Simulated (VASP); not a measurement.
## Ir: single point with r2SCAN

The system is Ir.

```
Ir
1.0
     2.72927    0.00000    0.00000
    -1.36463    2.36361    0.00000
     0.00000    0.00000    4.42174
Ir
2
Direct
  0.66667 0.33333 0.75000
  0.33333 0.66667 0.25000
```

```json
{"Program": "VASP 6.6.1", "Task": "single point", "Functional": "r2SCAN", "Potentials or basis": "VASP PAW PBE potentials, release 64 (Ir)", "Cutoff": "520 eV", "k mesh": "12 × 12 × 8", "Occupations": "gaussian, width 0.15 eV", "Spin": "no spin polarisation", "Dipole correction": "no", "Further INCAR settings": "ALGO = Normal; EDIFF = 1e-06; NBANDS = 16"}
```

```yaml
Pressure: 2.5 GPa
Band_gap_on_the_k_mesh: zero (band 9 reaches 11.16 eV, above the bottom of band 10 at 7.74 eV)
```

Stress tensor (GPa, compression positive):
```
2.02 0.00 0.00
0.00 2.02 0.00
0.00 0.00 3.48
```

Levels at points of the mesh, in eV from the Fermi level:
```
           k point  band 7  band 8  band 9  band 10  band 11  band 12
(0.00, 0.00, 0.00)   -3.29   -2.48   -2.48    -0.77     0.27     0.27
(0.50, 0.00, 0.00)   -3.08    0.71    0.98     1.14     3.06     4.58
(0.00, 0.00, 0.50)   -4.10   -4.10   -0.51    -0.51    -0.51    -0.51
(0.50, 0.00, 0.50)   -0.98   -0.98    0.97     0.97     2.10     2.10
```

It took 3.8 min on 1 thread of Intel Xeon 8259CL (shared host), peak memory 0.17 GiB.

Caveat: the PAW data sets were made with another functional, which shifts forces and pressure a little; spin-orbit coupling is left out, which moves the levels of the heavy elements.
